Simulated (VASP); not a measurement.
Write the native input for VASP 6.6.1 that does the following.

| Property | Result |
| --- | --- |
| Task | single point |
| Functional | PBEsol |
| Potentials or basis | VASP PAW PBE potentials, release 64 (Pb_d) |
| Cutoff | 520 eV |
| k mesh | 15 × 15 × 15 |
| Occupations | fermi-dirac, width 0.1 eV |
| Spin | no spin polarisation |
| Dipole correction | no |
| Further INCAR settings | ALGO = Normal; EDIFF = 1e-07; NBANDS = 13 |

The structure of Pb lies in POSCAR:

```
Pb
1.0
    0.0000000000      2.0215473687      2.0215473687
    2.0215473687      0.0000000000      2.0215473687
    2.0215473687      2.0215473687      0.0000000000
Pb
1
Direct
    0.0000000000      0.0000000000      0.0000000000
```

One way to write it, as run:

INCAR

```
SYSTEM = Pb
PREC = Accurate
ENCUT = 520
EDIFF = 1E-7
ISMEAR = -1
SIGMA = 0.1
LREAL = .False.
LASPH = .True.
NELM = 80
ALGO = Normal
ISIF = 2
LWAVE = .False.
LCHARG = .False.
GGA = PS
NBANDS = 13
```

KPOINTS

```
regular mesh
0
Gamma
  15 15 15
  0 0 0
```

Potentials or basis: VASP PAW PBE potentials, release 64 (Pb_d).

The run is started by

```sh
$ cat potpaw_PBE.64/Pb_d/POTCAR > POTCAR
$ mpirun -np 1 vasp_std > vasp.out
```

Results of the run:

The pressure is 123.4 GPa and the band gap on the k mesh is zero (bands 7 and 8 overlap by 11.70 eV).

Caveat: the cell stands under pressure; the PAW data sets were made with another functional, which shifts forces and pressure a little; spin-orbit coupling is left out, which moves the levels of the heavy elements.

Wall time 29 s on 1 thread of Intel Xeon 8259CL (shared host), peak memory 0.16 GiB.
